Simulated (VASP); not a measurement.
# Pb2O (Pn-3m) in VASP: notebook

Pb2O is run at these levels: PBEsol; tasks: single point, relaxation of cell and atoms.

Program: VASP 6.6.1. These are calculated values, not measurements. Logs are shortened: lines on timing, memory, paths and dates and some standing lists are left out, and cuts for length are marked.

### Step 1. The cell of the first run

Symmetry: Pn-3m, No. 224, cubic system. Conventional cell: a = 5.380 Å, b = 5.380 Å, c = 5.380 Å, α = 90.00°, β = 90.00°, γ = 90.00°. Within 3.1 Å of Pb (site symmetry -3m) lie 2 O at 2.33 Å. O (site symmetry -43m) has 4 Pb at 2.33 Å within 3.1 Å.

### Step 2. Single point, PBEsol

INCAR

```
  PREC = Accurate
  ENCUT = 520
  EDIFF = 1E-6
  ISMEAR = 0
  SIGMA = 0.1
  LREAL = F
  LASPH = T
  NELM = 60
  ALGO = Normal
  ISIF = 2
  LWAVE = F
  LCHARG = T
  GGA = PS
  LELF = T
  LVHAR = T
  NBANDS = 43
```

KPOINTS

```
regular mesh
0
Gamma
  8 8 8
```

POSCAR

```
Pb2O
1.0
    5.3800003225      0.0000000000      0.0000000000
    0.0000000000      5.3800003225      0.0000000000
    0.0000000000      0.0000000000      5.3800003225
Pb O
4 2
Direct
    0.2500000000      0.2500000000      0.2500000000
    0.7500000000      0.7500000000      0.2500000000
    0.2500000000      0.7500000000      0.7500000000
    0.7500000000      0.2500000000      0.7500000000
    0.0000000000      0.0000000000      0.0000000000
    0.5000000000      0.5000000000      0.5000000000
```

Potentials or basis: VASP PAW PBE potentials, release 64 (Pb_d, O).

Launch:

```sh
cat potpaw_PBE.64/Pb_d/POTCAR potpaw_PBE.64/O/POTCAR > POTCAR
mpirun -np 1 vasp_std > vasp.out
```

OUTCAR:

```text
PREC = Accurate
   ENCUT = 520
   EDIFF = 1E-6
   ISMEAR = 0
   LREAL = F
   LASPH = T
   NELM = 60
   ISIF = 2
   GGA = PS

 ion  position               nearest neighbor table
   1  0.250  0.250  0.250-   5 2.33   6 2.33   4 3.80   2 3.80   3 3.80   3 3.80   4 3.80   2 3.80
                             3 3.80   3 3.80   2 3.80   4 3.80   4 3.80   2 3.80
   2  0.750  0.750  0.250-   5 2.33   6 2.33   4 3.80   1 3.80   3 3.80   3 3.80   4 3.80   1 3.80
                             4 3.80   4 3.80   1 3.80   3 3.80   3 3.80   1 3.80
   3  0.250  0.750  0.750-   5 2.33   6 2.33   4 3.80   1 3.80   2 3.80   1 3.80   2 3.80   1 3.80
                             4 3.80   1 3.80   2 3.80   4 3.80   2 3.80   4 3.80
   4  0.750  0.250  0.750-   5 2.33   6 2.33   3 3.80   1 3.80   2 3.80   1 3.80   2 3.80   2 3.80
                             3 3.80   2 3.80   1 3.80   3 3.80   1 3.80   3 3.80
   5  0.000  0.000  0.000-   1 2.33   2 2.33   3 2.33   4 2.33
   6  0.500  0.500  0.500-   1 2.33   2 2.33   3 2.33   4 2.33

  LATTYP: Found a simple cubic cell.
 ALAT       =     5.3800003225

  Lattice vectors:

 A1 = (   5.3800003225,   0.0000000000,   0.0000000000)
 A2 = (   0.0000000000,   5.3800003225,   0.0000000000)
 A3 = (   0.0000000000,   0.0000000000,   5.3800003225)

Analysis of symmetry for initial positions (statically):
=====================================================================
 Subroutine PRICEL returns:
 Original cell was already a primitive cell.

 Routine SETGRP: Setting up the symmetry group for a
 simple cubic supercell.

 Subroutine GETGRP returns: Found 48 space group operations
 (whereof 24 operations were pure point group operations)
 out of a pool of 48 trial point group operations.

The static configuration has the point symmetry T_d .
 The point group associated with its full space group is O_h .

Analysis of symmetry for dynamics (positions and initial velocities):
=====================================================================
 Subroutine PRICEL returns:
 Original cell was already a primitive cell.

 Routine SETGRP: Setting up the symmetry group for a
 simple cubic supercell.

 Subroutine GETGRP returns: Found 48 space group operations
 (whereof 24 operations were pure point group operations)
 out of a pool of 48 trial point group operations.

The dynamic configuration has the point symmetry T_d .
 The point group associated with its full space group is O_h .

 Subroutine INISYM returns: Found 48 space group operations
 (whereof 24 operations are pure point group operations),
 and found     1 'primitive' translations

----------------------------------------------------------------------------------------

                                     Primitive cell

  volume of cell :     155.7209

  direct lattice vectors                    reciprocal lattice vectors
     5.380000322  0.000000000  0.000000000     0.185873595  0.000000000  0.000000000
     0.000000000  5.380000322  0.000000000     0.000000000  0.185873595  0.000000000
     0.000000000  0.000000000  5.380000322     0.000000000  0.000000000  0.185873595

  length of vectors
     5.380000322  5.380000322  5.380000322     0.185873595  0.185873595  0.185873595

  position of ions in fractional coordinates (direct lattice)
     0.250000000  0.250000000  0.250000000
     0.750000000  0.750000000  0.250000000
     0.250000000  0.750000000  0.750000000
     0.750000000  0.250000000  0.750000000
     0.000000000  0.000000000  0.000000000
     0.500000000  0.500000000  0.500000000

  ion indices of the primitive-cell ions
   primitive index   ion index
                 1           1
                 2           2
                 3           3
                 4           4
                 5           5
                 6           6

----------------------------------------------------------------------------------------

 KPOINTS: regular mesh

Automatic generation of k-mesh.
 Grid dimensions read from file:
 generate k-points for:    8    8    8

 Generating k-lattice:

  Cartesian coordinates                     Fractional coordinates (reciprocal lattice)
     0.023234199  0.000000000  0.000000000     0.125000000  0.000000000  0.000000000
     0.000000000  0.023234199  0.000000000     0.000000000  0.125000000  0.000000000
     0.000000000  0.000000000  0.023234199     0.000000000  0.000000000  0.125000000

  Length of vectors
     0.023234199  0.023234199  0.023234199

  Shift w.r.t. Gamma in fractional coordinates (k-lattice)
     0.000000000  0.000000000  0.000000000

 Subroutine IBZKPT returns following result:
 ===========================================

 Found     35 irreducible k-points:

 Following reciprocal coordinates:
            Coordinates               Weight
  0.000000  0.000000  0.000000      1.000000
  0.125000  0.000000  0.000000      6.000000
  0.250000  0.000000  0.000000      6.000000
  0.375000  0.000000  0.000000      6.000000
  0.500000  0.000000  0.000000      3.000000
  0.125000  0.125000  0.000000     12.000000
[... 16 lines left out ...]
  0.375000  0.375000  0.125000     24.000000
  0.500000  0.375000  0.125000     24.000000
 [... further k-points ...]
   k-points           NKPTS =     35   k-points in BZ     NKDIM =     35   number of bands    NBANDS=     43
   number of dos      NEDOS =    301   number of ions     NIONS =      6
   total plane-waves  NPLWV =  64000
   dimension x,y,z NGX =    40 NGY =   40 NGZ =   40
   dimension x,y,z NGXF=    80 NGYF=   80 NGZF=   80
   ions per type =               4   2
   NGX,Y,Z   is equivalent  to a cutoff of  12.36, 12.36, 12.36 a.u.
   NGXF,Y,Z  is equivalent  to a cutoff of  24.72, 24.72, 24.72 a.u.
 SYSTEM =  unknown system
   PREC   = accura    normal or accurate (medium, high low for compatibility)
   ISTART =      0    job   : 0-new  1-cont  2-samecut
   ICHARG =      2    charge: 1-file 2-atom 10-const
   ISPIN  =      1    spin polarized calculation?
   LNONCOLLINEAR =      F non collinear calculations
   LSORBIT =      F    spin-orbit coupling
   LASPH  =      T    aspherical Exc in radial PAW
   ENCUT  =  520.0 eV  38.22 Ry    6.18 a.u.  10.00 10.00 10.00*2*pi/ulx,y,z
   NELM   =     60;   NELMIN=  2; NELMDL= -5     # of ELM steps
   EDIFF  = 0.1E-05   stopping-criterion for ELM
   LREAL  =      F    real-space projection
   EDIFFG = 0.1E-04   stopping-criterion for IOM
   NSW    =      0    number of steps for IOM
   IBRION =     -1    ionic relax: 0-MD 1-quasi-New 2-CG
   NFREE  =      0    steps in history (QN), initial steepest desc. (CG)
   ISIF   =      2    stress and relaxation
   ISYM   =      2    0-nonsym 1-usesym 2-fastsym
   POTIM  = 0.5000    time-step for ionic-motion
   TEBEG  =    0.0;   TEEND  =   0.0 temperature during run
   PSTRESS=    0.0 pullay stress
   NELECT =      68.0000    total number of electrons
   NUPDOWN=      -1.0000    fix difference up-down
   EMIN   =  10.00;   EMAX   =-10.00  energy-range for DOS
   EFERMI =   0.00;   METHOD = LEGACY
   ISMEAR =     0;   SIGMA  =   0.10  broadening in eV -4-tet -1-fermi 0-gaus
   EFERMI_NEDOS =   21; number of points for ismear=-14 and -15
   IALGO  =     38    algorithm
   IMIX   =      4    mixing-type and parameters
     AMIX     =   0.40;   BMIX     =  1.00
     AMIX_MAG =   1.60;   BMIX_MAG =  1.00
  volume/ion in A,a.u.               =      25.95       175.14
  Fermi-wavevector in a.u.,A,eV,Ry     =   1.242021  2.347079 20.988557  1.542615
  Thomas-Fermi vector in A             =   2.376393
   LORBIT       =      0    0 simple, 1 ext, 2 COOP (PROOUT), +10 PAW based schemes
   GGA     = PS    functional components
   LHFCALC =     F    Hartree Fock is set to
   AEXX    =    0.0000 exact exchange contribution
   IVDW    =     0    specifies the selected vdW correction
   LEPSILON=     F    determine dielectric tensor
   LRPA    =     F    only Hartree local field effects (RPA)
 non-spin polarized calculation
 Gauss-broadening in eV      SIGMA  =   0.10
  energy-cutoff  :      520.00
  volume of cell :      155.72
 maximum number of plane-waves:      4224
   NGX = 21   NGY = 21   NGZ = 21

 number of electron      68.0000031 magnetization

 Free energy of the ion-electron system (eV)
  ---------------------------------------------------
  ext. energy  EPLUGINS =         0.00000000
  ---------------------------------------------------
  free energy    TOTEN  =       -28.64159580 eV

  energy without entropy =      -28.63335923  energy(sigma->0) =      -28.63747752

 E-fermi :   4.7954     XC(G=0):  -9.7229

 val. band max:        4.7497727796   @ k =   0.3750   0.3750   0.3750
 cond. band min:       4.8064760568   @ k =   0.3750   0.3750   0.0000
 fundamental gap:      0.0567032772
 Fermi energy:         4.7954477596

 k-point     1 :       0.0000    0.0000    0.0000
  band No.  band energies     occupation
      1     -13.6580      2.00000
      2     -12.4744      2.00000
      3     -11.5833      2.00000
      4     -11.5833      2.00000
      5     -11.5290      2.00000
      6     -11.5290      2.00000
[... 35 lines left out ...]
     42      10.4507      0.00000
     43      10.4507      0.00000

 k-point     2 :       0.1250    0.0000    0.0000
  band No.  band energies     occupation
      1     -13.6290      2.00000
      2     -12.5651      2.00000
      3     -11.5795      2.00000
      4     -11.5759      2.00000
      5     -11.5266      2.00000
      6     -11.5245      2.00000
[... 35 lines left out ...]
     42      10.6660      0.00000
     43      10.9587      0.00000

 k-point     3 :       0.2500    0.0000    0.0000
  band No.  band energies     occupation
      1     -13.5435      2.00000
      2     -12.7696      2.00000
      3     -11.5691      2.00000
      4     -11.5546      2.00000
      5     -11.5251      2.00000
      6     -11.5125      2.00000
[... 919 lines left out ...]
      6     -11.5021      2.00000
[... 35 lines left out ...]
     42      10.3902      0.00000
     43      11.7484      0.00000

 k-point    24 :       0.5000    0.3750    0.1250
  band No.  band energies     occupation
      1     -13.3888      2.00000
      2     -13.0237      2.00000
      3     -11.5226      2.00000
      4     -11.5197      2.00000
      5     -11.5058      2.00000
      6     -11.5035      2.00000
[... 35 lines left out ...]
     42      10.3750      0.00000
     43      11.9463      0.00000

 [... further k-points ...]

------------------------ aborting loop because EDIFF is reached ----------------------------------------

  FORCE on cell =-STRESS in cart. coord.  units (eV):
  Direction    XX          YY          ZZ          XY          YZ          ZX
  --------------------------------------------------------------------------------------
  -------------------------------------------------------------------------------------
  Total       -0.0438019     -0.0438019     -0.0438019      0.0000000      0.0000000     -0.0000000
  in kB       -0.4506679     -0.4506679     -0.4506679      0.0000000      0.0000000     -0.0000000
  external PRESSURE =      -0.4506679 kB  Pullay stress =       0.0000000 kB

 VOLUME and BASIS-vectors are now :
 -----------------------------------------------------------------------------
  energy-cutoff  :      520.00
  volume of cell :      155.72
      direct lattice vectors                 reciprocal lattice vectors
     5.380000322  0.000000000  0.000000000     0.185873595  0.000000000  0.000000000
     0.000000000  5.380000322  0.000000000     0.000000000  0.185873595  0.000000000
     0.000000000  0.000000000  5.380000322     0.000000000  0.000000000  0.185873595

 POSITION                                       TOTAL-FORCE (eV/Angst)
 -----------------------------------------------------------------------------------
      1.34500      1.34500      1.34500         0.000000     -0.000000      0.000000
      4.03500      4.03500      1.34500        -0.000000      0.000000      0.000000
      1.34500      4.03500      4.03500        -0.000000     -0.000000      0.000000
      4.03500      1.34500      4.03500         0.000000      0.000000     -0.000000
      0.00000      0.00000      0.00000         0.000000      0.000000     -0.000000
      2.69000      2.69000      2.69000         0.000000      0.000000     -0.000000
 -----------------------------------------------------------------------------------
    total drift:                                0.000000      0.000000     -0.000000

  FREE ENERGIE OF THE ION-ELECTRON SYSTEM (eV)
  ---------------------------------------------------
  free  energy   TOTEN  =       -28.6415958039 eV

  energy  without entropy=      -28.6333592291  energy(sigma->0) =      -28.63747752
```

It took 4.8 min on 1 thread of AMD EPYC 7R43 (Zen 3), shared host; peak memory 0.3 GiB.

What came out:

- Free energy: -28.6416 eV
- Pressure: 0.0 GPa
- Band gap on the k mesh: zero (bands 34 and 35 overlap by 0.90 eV)

Caveat: the PAW data sets were made with another functional, which shifts forces and pressure a little; spin-orbit coupling is left out, which moves the levels of the heavy elements.

### Step 3. Relaxation of cell and atoms, PBEsol

INCAR

```
SYSTEM = Pb2O
PREC = Accurate
ENCUT = 600
EDIFF = 1E-6
ISMEAR = 0
SIGMA = 0.1
LREAL = .FALSE.
LASPH = .TRUE.
NELM = 80
ALGO = Normal
ISIF = 3
LWAVE = .FALSE.
LCHARG = .FALSE.
GGA = PS
IBRION = 2
NSW = 100
EDIFFG = -0.005
```

KPOINTS

```
Automatic mesh
0
G
  8 8 8
  0 0 0
```

POSCAR is that of step 2.

Potentials or basis: VASP PAW PBE potentials, release 64 (Pb_d, O).

Launch:

```sh
cat potpaw_PBE.64/Pb_d/POTCAR potpaw_PBE.64/O/POTCAR > POTCAR
mpirun -np 1 vasp_std > vasp.out
```

OUTCAR:

```text
SYSTEM = Pb2O
   PREC = Accurate
   ENCUT = 600
   EDIFF = 1E-6
   ISMEAR = 0
   LREAL = .FALSE.
   LASPH = .TRUE.
   NELM = 80
   ISIF = 3
   GGA = PS
   IBRION = 2
   NSW = 100
   EDIFFG = -0.005

 ion  position               nearest neighbor table
   1  0.250  0.250  0.250-   5 2.33   6 2.33   4 3.80   2 3.80   3 3.80   3 3.80   4 3.80   2 3.80
                             3 3.80   3 3.80   2 3.80   4 3.80   4 3.80   2 3.80
   2  0.750  0.750  0.250-   5 2.33   6 2.33   4 3.80   1 3.80   3 3.80   3 3.80   4 3.80   1 3.80
[... 1250 lines left out ...]
  Total       -0.0217461     -0.0217461     -0.0217461     -0.0000000     -0.0000000     -0.0000000
  in kB       -0.2237412     -0.2237412     -0.2237412     -0.0000000     -0.0000000     -0.0000000
  external PRESSURE =      -0.2237412 kB  Pullay stress =       0.0000000 kB

 VOLUME and BASIS-vectors are now :
 -----------------------------------------------------------------------------
  energy-cutoff  :      600.00
  volume of cell :      155.72
      direct lattice vectors                 reciprocal lattice vectors
     5.380000322  0.000000000  0.000000000     0.185873595  0.000000000  0.000000000
     0.000000000  5.380000322  0.000000000     0.000000000  0.185873595  0.000000000
     0.000000000  0.000000000  5.380000322     0.000000000  0.000000000  0.185873595

 POSITION                                       TOTAL-FORCE (eV/Angst)
 -----------------------------------------------------------------------------------
      1.34500      1.34500      1.34500        -0.000000      0.000000      0.000000
      4.03500      4.03500      1.34500        -0.000000     -0.000000     -0.000000
      1.34500      4.03500      4.03500         0.000000     -0.000000     -0.000000
      4.03500      1.34500      4.03500         0.000000      0.000000     -0.000000
      0.00000      0.00000      0.00000        -0.000000      0.000000      0.000000
      2.69000      2.69000      2.69000        -0.000000      0.000000      0.000000
 -----------------------------------------------------------------------------------
    total drift:                               -0.000000     -0.000000      0.000000

  FREE ENERGIE OF THE ION-ELECTRON SYSTEM (eV)
  ---------------------------------------------------
  free  energy   TOTEN  =       -28.6459160257 eV

  energy  without entropy=      -28.6376803900  energy(sigma->0) =      -28.64179821

 reached required accuracy - stopping structural energy minimisation
```

OSZICAR:

```text
N       E                     dE             d eps       ncg     rms          rms(c)
DAV:   1     0.886657408354E+03    0.88666E+03   -0.35399E+04  2800   0.218E+03
DAV:   2     0.977888535598E+02   -0.78887E+03   -0.77447E+03  2840   0.568E+02
DAV:   3    -0.256495978994E+02   -0.12344E+03   -0.11968E+03  3720   0.240E+02
DAV:   4    -0.338124895259E+02   -0.81629E+01   -0.81147E+01  3520   0.637E+01
DAV:   5    -0.339879004569E+02   -0.17541E+00   -0.17538E+00  3456   0.988E+00    0.125E+01
DAV:   6    -0.289744434215E+02    0.50135E+01   -0.32218E+01  4312   0.327E+01    0.677E+00
DAV:   7    -0.287259576029E+02    0.24849E+00   -0.56396E+00  3456   0.129E+01    0.244E+00
DAV:   8    -0.286630702702E+02    0.62887E-01   -0.66854E-01  3472   0.434E+00    0.733E-01
DAV:   9    -0.286453075419E+02    0.17763E-01   -0.84385E-02  3944   0.239E+00    0.285E-01
DAV:  10    -0.286466107324E+02   -0.13032E-02   -0.33939E-02  3904   0.141E+00    0.222E-01
DAV:  11    -0.286459114085E+02    0.69932E-03   -0.72909E-03  4768   0.541E-01    0.388E-02
DAV:  12    -0.286459442684E+02   -0.32860E-04   -0.96833E-04  3696   0.240E-01    0.250E-02
DAV:  13    -0.286459192245E+02    0.25044E-04   -0.10599E-04  3696   0.829E-02    0.829E-03
DAV:  14    -0.286459173409E+02    0.18836E-05   -0.33816E-05  3688   0.278E-02    0.860E-03
DAV:  15    -0.286459161272E+02    0.12137E-05   -0.66711E-06  3168   0.174E-02    0.207E-03
DAV:  16    -0.286459160257E+02    0.10150E-06   -0.75343E-07  2000   0.716E-03
   1 F= -.28645916E+02 E0= -.28641798E+02  d E =-.286459E+02
```

CONTCAR:

```text
Pb2O
   1.00000000000000
     5.3800003224999999    0.0000000000000000    0.0000000000000000
     0.0000000000000000    5.3800003224999999    0.0000000000000000
     0.0000000000000000    0.0000000000000000    5.3800003224999999
  Pb              O
     4     2
Direct
     0.2500000000000000    0.2500000000000000    0.2500000000000000
     0.7500000000000000    0.7500000000000000    0.2500000000000000
     0.2500000000000000    0.7500000000000000    0.7500000000000000
     0.7500000000000000    0.2500000000000000    0.7500000000000000
     0.0000000000000000    0.0000000000000000    0.0000000000000000
     0.5000000000000000    0.5000000000000000    0.5000000000000000

  0.00000000E+00  0.00000000E+00  0.00000000E+00
  0.00000000E+00  0.00000000E+00  0.00000000E+00
  0.00000000E+00  0.00000000E+00  0.00000000E+00
  0.00000000E+00  0.00000000E+00  0.00000000E+00
  0.00000000E+00  0.00000000E+00  0.00000000E+00
  0.00000000E+00  0.00000000E+00  0.00000000E+00
```

Run time: 5.8 min. Hardware: 1 thread of AMD EPYC 7R43 (Zen 3), shared host; peak memory 0.39 GiB.

What came out:

```yaml
Free_energy: -28.6459 eV
Pressure_after_relaxing: 0.0 GPa
Band_gap_on_the_k_mesh: zero (bands 34 and 35 overlap by 0.90 eV)
```

Final structure:
```
CELL_PARAMETERS angstrom
5.38000 0.00000 0.00000
0.00000 5.38000 0.00000
0.00000 0.00000 5.38000
ATOMIC_POSITIONS crystal
Pb 0.25000 0.25000 0.25000
Pb 0.75000 0.75000 0.25000
Pb 0.25000 0.75000 0.75000
Pb 0.75000 0.25000 0.75000
O 0.00000 0.00000 0.00000
O 0.50000 0.50000 0.50000
```

Caveat: the relaxation stopped at its first step, so nothing moved; the PAW data sets were made with another functional, which shifts forces and pressure a little; spin-orbit coupling is left out, which moves the levels of the heavy elements.

The gap in the log of VASP goes by the Fermi energy; the results here count the filled bands.